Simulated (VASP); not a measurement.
# I (P6_3/mmc) in VASP: a series of runs

The runs below take I through single point, relaxation of cell and atoms, with PBE.

Everything below comes from runs of VASP 6.6.1. Logs are shortened: lines on timing, memory, paths and dates and some standing lists are left out, and cuts for length are marked.

### 1 The cell of the first run

It takes space group P6_3/mmc (No. 194, hexagonal). The conventional cell has a = 4.225 Å, b = 4.225 Å, c = 4.817 Å, α = 90.00°, β = 90.00°, γ = 120.00°. Within 4.5 Å of I (site symmetry -6m2) lie 12 I at 3.43 to 4.22 Å.

### 2 Single point, PBE (volume scaled by 0.96)

INCAR

```
SYSTEM = I
ALGO = Normal
EDIFF = 1E-6
ENCUT = 520
GGA = PE
ISIF = 2
ISMEAR = -1
LASPH = .True.
LCHARG = .False.
LREAL = .False.
LWAVE = .False.
NBANDS = 14
NELM = 60
PREC = Accurate
SIGMA = 0.05
```

KPOINTS

```
k-points
0
Gamma
  15 15 8
  0 0 0
```

POSCAR

```
I
1.0
    4.2248013545      0.0000000000      0.0000000000
   -2.1124006773      3.6587852989      0.0000000000
    0.0000000000      0.0000000000      4.8168755274
I
2
Direct
    0.3333333333      0.6666666667      0.2500000000
    0.6666666667      0.3333333333      0.7500000000
```

Potentials or basis: VASP PAW PBE potentials, release 64 (I).

Run with:

```
$ cat potpaw_PBE.64/I/POTCAR > POTCAR
$ mpirun -np 1 vasp_std > vasp.out
```

OUTCAR:

```text
SYSTEM = I
   EDIFF = 1E-6
   ENCUT = 520
   GGA = PE
   ISIF = 2
   ISMEAR = -1
   LASPH = .True.
   LREAL = .False.
   NELM = 60
   PREC = Accurate

 ion  position               nearest neighbor table
   1  0.333  0.667  0.250-   2 3.43   2 3.43   2 3.43   2 3.43   2 3.43   2 3.43
   2  0.667  0.333  0.750-   1 3.43   1 3.43   1 3.43   1 3.43   1 3.43   1 3.43

  LATTYP: Found a hexagonal cell.
 ALAT       =     4.2248013545
 C/A-ratio  =     1.1401424879

  Lattice vectors:

 A1 = (   4.2248013545,   0.0000000000,   0.0000000000)
 A2 = (  -2.1124006773,   3.6587852989,   0.0000000000)
 A3 = (   0.0000000000,   0.0000000000,   4.8168755274)

Analysis of symmetry for initial positions (statically):
=====================================================================
 Subroutine PRICEL returns:
 Original cell was already a primitive cell.

 Routine SETGRP: Setting up the symmetry group for a
 hexagonal supercell.

 Subroutine GETGRP returns: Found 24 space group operations
 (whereof 12 operations were pure point group operations)
 out of a pool of 24 trial point group operations.

The static configuration has the point symmetry D_3d.
 The point group associated with its full space group is D_6h.

Analysis of symmetry for dynamics (positions and initial velocities):
=====================================================================
 Subroutine PRICEL returns:
 Original cell was already a primitive cell.

 Routine SETGRP: Setting up the symmetry group for a
 hexagonal supercell.

 Subroutine GETGRP returns: Found 24 space group operations
 (whereof 12 operations were pure point group operations)
 out of a pool of 24 trial point group operations.

The dynamic configuration has the point symmetry D_3d.
 The point group associated with its full space group is D_6h.

 Subroutine INISYM returns: Found 24 space group operations
 (whereof 12 operations are pure point group operations),
 and found     1 'primitive' translations

----------------------------------------------------------------------------------------

                                     Primitive cell

  volume of cell :      74.4575

  direct lattice vectors                    reciprocal lattice vectors
     4.224801355  0.000000000  0.000000000     0.236697519  0.136657376  0.000000000
    -2.112400677  3.658785299  0.000000000     0.000000000  0.273314753  0.000000000
     0.000000000  0.000000000  4.816875527     0.000000000  0.000000000  0.207603455

  length of vectors
     4.224801355  4.224801354  4.816875527     0.273314753  0.273314753  0.207603455

  position of ions in fractional coordinates (direct lattice)
     0.333333333  0.666666667  0.250000000
     0.666666667  0.333333333  0.750000000

  ion indices of the primitive-cell ions
   primitive index   ion index
                 1           1
                 2           2

----------------------------------------------------------------------------------------

 KPOINTS: k-points

Automatic generation of k-mesh.
 Grid dimensions read from file:
 generate k-points for:   15   15    8

 Generating k-lattice:

  Cartesian coordinates                     Fractional coordinates (reciprocal lattice)
     0.015779835  0.009110492  0.000000000     0.066666667  0.000000000  0.000000000
     0.000000000  0.018220984  0.000000000     0.000000000  0.066666667  0.000000000
     0.000000000  0.000000000  0.025950432     0.000000000  0.000000000  0.125000000

  Length of vectors
     0.018220984  0.018220984  0.025950432

  Shift w.r.t. Gamma in fractional coordinates (k-lattice)
     0.000000000  0.000000000  0.000000000

 Subroutine IBZKPT returns following result:
 ===========================================

 Found    135 irreducible k-points:

 Following reciprocal coordinates:
            Coordinates               Weight
  0.000000  0.000000  0.000000      1.000000
  0.066667  0.000000  0.000000      6.000000
  0.133333  0.000000  0.000000      6.000000
  0.200000 -0.000000  0.000000      6.000000
  0.266667  0.000000  0.000000      6.000000
  0.333333 -0.000000  0.000000      6.000000
[... 16 lines left out ...]
  0.333333  0.200000  0.000000     12.000000
  0.400000  0.200000  0.000000      6.000000
 [... further k-points ...]
   k-points           NKPTS =    135   k-points in BZ     NKDIM =    135   number of bands    NBANDS=     14
   number of dos      NEDOS =    301   number of ions     NIONS =      2
   total plane-waves  NPLWV =  36864
   dimension x,y,z NGX =    32 NGY =   32 NGZ =   36
   dimension x,y,z NGXF=    64 NGYF=   64 NGZF=   72
   ions per type =               2
   NGX,Y,Z   is equivalent  to a cutoff of  12.59, 12.59, 12.42 a.u.
   NGXF,Y,Z  is equivalent  to a cutoff of  25.18, 25.18, 24.85 a.u.
 SYSTEM =  I
   PREC   = accura    normal or accurate (medium, high low for compatibility)
   ISTART =      0    job   : 0-new  1-cont  2-samecut
   ICHARG =      2    charge: 1-file 2-atom 10-const
   ISPIN  =      1    spin polarized calculation?
   LNONCOLLINEAR =      F non collinear calculations
   LSORBIT =      F    spin-orbit coupling
   LASPH  =      T    aspherical Exc in radial PAW
   ENCUT  =  520.0 eV  38.22 Ry    6.18 a.u.   7.86  7.86  8.96*2*pi/ulx,y,z
   NELM   =     60;   NELMIN=  2; NELMDL= -5     # of ELM steps
   EDIFF  = 0.1E-05   stopping-criterion for ELM
   LREAL  =      F    real-space projection
   EDIFFG = 0.1E-04   stopping-criterion for IOM
   NSW    =      0    number of steps for IOM
   IBRION =     -1    ionic relax: 0-MD 1-quasi-New 2-CG
   NFREE  =      0    steps in history (QN), initial steepest desc. (CG)
   ISIF   =      2    stress and relaxation
   ISYM   =      2    0-nonsym 1-usesym 2-fastsym
   POTIM  = 0.5000    time-step for ionic-motion
   TEBEG  =    0.0;   TEEND  =   0.0 temperature during run
   PSTRESS=    0.0 pullay stress
   NELECT =      14.0000    total number of electrons
   NUPDOWN=      -1.0000    fix difference up-down
   EMIN   =  10.00;   EMAX   =-10.00  energy-range for DOS
   EFERMI =   0.00;   METHOD = LEGACY
   ISMEAR =    -1;   SIGMA  =   0.05  broadening in eV -4-tet -1-fermi 0-gaus
   EFERMI_NEDOS =   21; number of points for ismear=-14 and -15
   IALGO  =     38    algorithm
   IMIX   =      4    mixing-type and parameters
     AMIX     =   0.40;   BMIX     =  1.00
     AMIX_MAG =   1.60;   BMIX_MAG =  1.00
  volume/ion in A,a.u.               =      37.23       251.23
  Fermi-wavevector in a.u.,A,eV,Ry     =   0.937881  1.772339 11.967979  0.879622
  Thomas-Fermi vector in A             =   2.065037
   LORBIT       =      0    0 simple, 1 ext, 2 COOP (PROOUT), +10 PAW based schemes
   GGA     = PE    functional components
   LHFCALC =     F    Hartree Fock is set to
   AEXX    =    0.0000 exact exchange contribution
   IVDW    =     0    specifies the selected vdW correction
   LEPSILON=     F    determine dielectric tensor
   LRPA    =     F    only Hartree local field effects (RPA)
 non-spin polarized calculation
  energy-cutoff  :      520.00
  volume of cell :       74.46
 maximum number of plane-waves:      2038
 NGX is ok and might be reduce to    32
   NGX = 15   NGY = 15   NGZ = 17

 number of electron      14.0000001 magnetization

 Free energy of the ion-electron system (eV)
  ---------------------------------------------------
  ext. energy  EPLUGINS =         0.00000000
  ---------------------------------------------------
  free energy    TOTEN  =        -2.29974059 eV

  energy without entropy =       -2.27760687  energy(sigma->0) =       -2.28867373

 E-fermi :   4.1940     XC(G=0):  -8.7317

 val. band max:        4.1936920401   @ k =   0.2000  -0.0000   0.1250
 cond. band min:       4.2022296025   @ k =   0.3333  -0.0000   0.5000
 fundamental gap:      0.0085375624
 Fermi energy:         4.1940179890

 k-point     1 :       0.0000    0.0000    0.0000
  band No.  band energies     occupation
      1      -9.5162      2.00000
      2      -6.9640      2.00000
      3      -0.0246      2.00000
      4       2.2276      2.00000
      5       2.2276      2.00000
      6       4.0612      1.86881
      7       4.0612      1.86881
      8       5.3356      0.00000
      9       8.5403      0.00000
     10      10.0241      0.00000
     11      12.2296      0.00000
     12      12.2296      0.00000
     13      13.3526      0.00000
     14      13.3526      0.00000

 k-point     2 :       0.0667    0.0000    0.0000
  band No.  band energies     occupation
      1      -9.4885      2.00000
      2      -6.9797      2.00000
      3       0.0127      2.00000
      4       2.1277      2.00000
      5       2.1669      2.00000
      6       3.9628      1.98056
      7       4.1041      1.71609
      8       5.2471      0.00000
      9       8.6722      0.00000
     10      10.2144      0.00000
     11      11.9420      0.00000
     12      12.2788      0.00000
     13      13.2388      0.00000
     14      13.3406      0.00000

 k-point     3 :       0.1333    0.0000    0.0000
  band No.  band energies     occupation
      1      -9.4069      2.00000
      2      -7.0282      2.00000
      3       0.1234      2.00000
      4       1.8656      2.00000
      5       2.0121      2.00000
      6       3.7100      1.99987
      7       4.2059      0.88219
      8       4.9971      0.00000
      9       9.0083      0.00000
     10      10.6203      0.00000
     11      11.5686      0.00000
     12      12.4457      0.00000
     13      12.9760      0.00000
     14      13.2039      0.00000
[... 324 lines left out ...]
 k-point    23 :       0.3333    0.2000    0.0000
  band No.  band energies     occupation
      1      -8.4610      2.00000
      2      -7.7531      2.00000
      3       0.2818      2.00000
      4       1.5182      2.00000
      5       1.5708      2.00000
      6       2.4803      2.00000
      7       2.8151      2.00000
      8       4.0990      1.73984
      9       9.7697      0.00000
     10      10.3104      0.00000
     11      11.7019      0.00000
     12      13.1180      0.00000
     13      14.4270      0.00000
     14      15.0769      0.00000

 k-point    24 :       0.4000    0.2000    0.0000
  band No.  band energies     occupation
      1      -8.3648      2.00000
      2      -7.8409      2.00000
      3       0.2156      2.00000
      4       1.6322      2.00000
      5       1.6771      2.00000
      6       2.3723      2.00000
      7       2.6310      2.00000
      8       4.0877      1.78683
      9       9.7101      0.00000
     10      10.2312      0.00000
     11      12.4222      0.00000
     12      12.5914      0.00000
     13      14.4260      0.00000
     14      14.9874      0.00000

 [... further k-points ...]
[... 5 lines left out ...]
  --------------------------------------------------------------------------------------
  -------------------------------------------------------------------------------------
  Total        0.3714661      0.3714661      0.6812459     -0.0000000      0.0000000      0.0000000
  in kB        7.9932073      7.9932073     14.6590499     -0.0000000      0.0000000      0.0000000
  external PRESSURE =      10.2151549 kB  Pullay stress =       0.0000000 kB

 VOLUME and BASIS-vectors are now :
 -----------------------------------------------------------------------------
  energy-cutoff  :      520.00
  volume of cell :       74.46
      direct lattice vectors                 reciprocal lattice vectors
     4.224801355  0.000000000  0.000000000     0.236697519  0.136657376  0.000000000
    -2.112400677  3.658785299  0.000000000     0.000000000  0.273314753  0.000000000
     0.000000000  0.000000000  4.816875527     0.000000000  0.000000000  0.207603455

 POSITION                                       TOTAL-FORCE (eV/Angst)
 -----------------------------------------------------------------------------------
     -0.00000      2.43919      1.20422        -0.000000      0.000000      0.000000
      2.11240      1.21960      3.61266         0.000000     -0.000000      0.000000
 -----------------------------------------------------------------------------------
    total drift:                               -0.000000      0.000000      0.000000

  FREE ENERGIE OF THE ION-ELECTRON SYSTEM (eV)
  ---------------------------------------------------
  free  energy   TOTEN  =        -2.2997405928 eV

  energy  without entropy=       -2.2776068719  energy(sigma->0) =       -2.28867373
```

Wall time 27 s (1 thread of Intel Xeon 6975P-C (Granite Rapids), shared host); peak memory 0.25 GiB.

What came out:

```
Free energy            : -2.2997 eV
Pressure               : 1.0 GPa
Band gap on the k mesh : zero (band 7 reaches 5.14 eV, above the bottom of band 8 at 3.12 eV)
```

Caveat: spin-orbit coupling is left out, which moves the levels of the heavy elements.

[end of part 1 of 2]
